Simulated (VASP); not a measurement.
# BAs (F-43m) in VASP: settings compared, part 3 of 3

VASP 6.6.1.

## Step 6: Single point, LDA

This run uses another cell than the first one, of 14.44 Å³/atom, 1.019 times its volume.

INCAR

```
SYSTEM = BAs
ALGO = Normal ; EDIFF = 1E-7
ENCUT = 520 ; ISIF = 2
ISMEAR = -1 ; LASPH = .TRUE.
LCHARG = .FALSE. ; LREAL = .FALSE.
LWAVE = .FALSE. ; NBANDS = 11
NELM = 60 ; PREC = Accurate
SIGMA = 0.05
```

KPOINTS

```
k-points
0
G
  10 10 10
  0 0 0
```

POSCAR

```
BAs
1.0
    0.0000000000      2.4353452264      2.4353452264
    2.4353452264      0.0000000000      2.4353452264
    2.4353452264      2.4353452264      0.0000000000
As B
1 1
Direct
    0.7500000000      0.7500000000      0.7500000000
    0.0000000000      0.0000000000      0.0000000000
```

Potentials or basis: VASP PAW LDA potentials, release 64 (As, B).

Started as:

```sh
> cat potpaw_LDA.64/As/POTCAR potpaw_LDA.64/B/POTCAR > POTCAR
> mpirun -np 1 vasp_std > vasp.out
```

OUTCAR:

```text
SYSTEM = BAs
   EDIFF = 1E-7
   ENCUT = 520
   ISIF = 2
   ISMEAR = -1
   LASPH = .TRUE.
   LREAL = .FALSE.
   NELM = 60
   PREC = Accurate

 ion  position               nearest neighbor table
   1  0.750  0.750  0.750-   2 2.11   2 2.11   2 2.11   2 2.11
   2  0.000  0.000  0.000-   1 2.11   1 2.11   1 2.11   1 2.11

  LATTYP: Found a face centered cubic cell.
 ALAT       =     4.8706904528

  Lattice vectors:

 A1 = (   0.0000000000,   2.4353452264,   2.4353452264)
 A2 = (   2.4353452264,   0.0000000000,   2.4353452264)
 A3 = (   2.4353452264,   2.4353452264,   0.0000000000)

Analysis of symmetry for initial positions (statically):
=====================================================================
 Subroutine PRICEL returns:
 Original cell was already a primitive cell.

 Routine SETGRP: Setting up the symmetry group for a
 face centered cubic supercell.

 Subroutine GETGRP returns: Found 24 space group operations
 (whereof 24 operations were pure point group operations)
 out of a pool of 48 trial point group operations.

The static configuration has the point symmetry T_d .

Analysis of symmetry for dynamics (positions and initial velocities):
=====================================================================
 Subroutine PRICEL returns:
[... 166 lines left out ...]
      1      -9.3472      2.00000
      2       5.5156      1.99998
      3       5.5156      1.99998
      4       5.5156      1.99998
      5       8.6923      0.00000
      6       8.6923      0.00000
      7       8.6923      0.00000
      8       9.4791      0.00000
      9      14.5895      0.00000
     10      18.3103      0.00000
     11      18.3103      0.00000
[... 309 lines left out ...]
 k-point    24 :       0.4000    0.3000    0.0000
  band No.  band energies     occupation
      1      -6.8762      2.00000
      2      -0.7285      2.00000
      3       1.7746      2.00000
      4       2.2389      2.00000
      5       7.1821      0.00000
      6       8.8177      0.00000
      7      13.8650      0.00000
      8      14.1250      0.00000
      9      16.9132      0.00000
     10      20.4110      0.00000
     11      21.0409      0.00000

 [... further k-points ...]
[... 5 lines left out ...]
  --------------------------------------------------------------------------------------
  -------------------------------------------------------------------------------------
  Total       -1.8070640     -1.8070640     -1.8070640      0.0000000      0.0000000      0.0000000
  in kB     -100.2241831   -100.2241831   -100.2241831      0.0000000      0.0000000      0.0000000
  external PRESSURE =    -100.2241831 kB  Pullay stress =       0.0000000 kB

 VOLUME and BASIS-vectors are now :
 -----------------------------------------------------------------------------
  energy-cutoff  :      520.00
  volume of cell :       28.89
      direct lattice vectors                 reciprocal lattice vectors
     0.000000000  2.435345226  2.435345226    -0.205309701  0.205309701  0.205309701
     2.435345226  0.000000000  2.435345226     0.205309701 -0.205309701  0.205309701
     2.435345226  2.435345226  0.000000000     0.205309701  0.205309701 -0.205309701

 POSITION                                       TOTAL-FORCE (eV/Angst)
 -----------------------------------------------------------------------------------
      3.65302      3.65302      3.65302        -0.000000     -0.000000     -0.000000
      0.00000      0.00000      0.00000         0.000000      0.000000      0.000000
 -----------------------------------------------------------------------------------
    total drift:                                0.000000      0.000000      0.000000

  FREE ENERGIE OF THE ION-ELECTRON SYSTEM (eV)
  ---------------------------------------------------
  free  energy   TOTEN  =       -12.8525155167 eV

  energy  without entropy=      -12.8525154249  energy(sigma->0) =      -12.85251547
```

OSZICAR:

```text
N       E                     dE             d eps       ncg     rms          rms(c)
DAV:   1     0.100455948227E+02    0.10046E+02   -0.36357E+03  1034   0.626E+02
DAV:   2    -0.127254423136E+02   -0.22771E+02   -0.21819E+02  1387   0.101E+02
DAV:   3    -0.134572730581E+02   -0.73183E+00   -0.72994E+00  1287   0.168E+01
DAV:   4    -0.134595527545E+02   -0.22797E-02   -0.22796E-02  1170   0.107E+00
DAV:   5    -0.134595568717E+02   -0.41171E-05   -0.41175E-05  1257   0.487E-02    0.460E+00
DAV:   6    -0.129299420113E+02    0.52961E+00   -0.14947E+00  1094   0.473E+00    0.218E+00
DAV:   7    -0.128647308925E+02    0.65211E-01   -0.14980E-01  1202   0.196E+00    0.857E-01
DAV:   8    -0.128524863101E+02    0.12245E-01   -0.21288E-02  1166   0.757E-01    0.914E-02
DAV:   9    -0.128525062494E+02   -0.19939E-04   -0.76311E-04  1142   0.163E-01    0.501E-02
DAV:  10    -0.128525142730E+02   -0.80236E-05   -0.77047E-05  1109   0.498E-02    0.115E-02
DAV:  11    -0.128525156367E+02   -0.13637E-05   -0.14192E-06  1250   0.796E-03    0.101E-02
DAV:  12    -0.128525155162E+02    0.12048E-06   -0.82565E-07  1115   0.371E-03    0.276E-03
DAV:  13    -0.128525155167E+02   -0.43428E-09   -0.33491E-08   541   0.120E-03
   1 F= -.12852516E+02 E0= -.12852515E+02  d E =-.918089E-07
```

stdout:

```text
POSCAR found type information on POSCAR AsB
 POSCAR found :  2 types and       2 ions
 scaLAPACK will be used
 LDA part: xc-table for (Slater(with rela. corr.)+CA(PZ))
 , standard interpolation
 POSCAR, INCAR and KPOINTS ok, starting setup
 FFT: planning ... GRIDC
 FFT: planning ... GRID_SOFT
 FFT: planning ... GRID
 WAVECAR not read
 entering main loop
```

Wall time 13 s (1 thread of Intel Xeon Platinum 8259CL at 2.50GHz (Skylake/Cascade Lake), shared host); peak memory 0.14 GiB.

Results:

* Free energy: -12.8525 eV
* Pressure: -10.0 GPa
* Band gap on the k mesh: 1.17 eV, indirect (least direct gap 3.18 eV)

A k mesh can miss the band edges.

## Step 7: Summary

```csv
level,potentials or basis,cell,gap on the mesh (eV),pressure (GPa)
BLYP+D4,"VASP PAW PBE potentials, release 64 (As, B)","a = 3.422 Å, angles 60.0°, 2 atoms",1.44,-5.0
LDA,"VASP PAW LDA potentials, release 64 (As, B)","a = 3.422 Å, angles 60.0°, 2 atoms",1.16,-7.9
revPBE+D3(BJ),"VASP PAW PBE potentials, release 64 (As, B)","a = 3.444 Å, angles 60.0°, 2 atoms",1.26,-9.2
BLYP+D4,"VASP PAW PBE potentials, release 64 (As, B)","a = 3.444 Å, angles 60.0°, 2 atoms",1.45,-7.0
LDA,"VASP PAW LDA potentials, release 64 (As, B)","a = 3.444 Å, angles 60.0°, 2 atoms",1.17,-10.0
```

Alike in all rows: task single point; no spin polarisation; k mesh 10 × 10 × 10; cutoff (eV) 520; smearing fermi-dirac 0.05 eV.

Caveats: the PAW data sets were made with another functional, which shifts forces and pressure a little (some runs).

Total energies depend on the potentials used, so only differences within one code and one set of settings carry meaning.
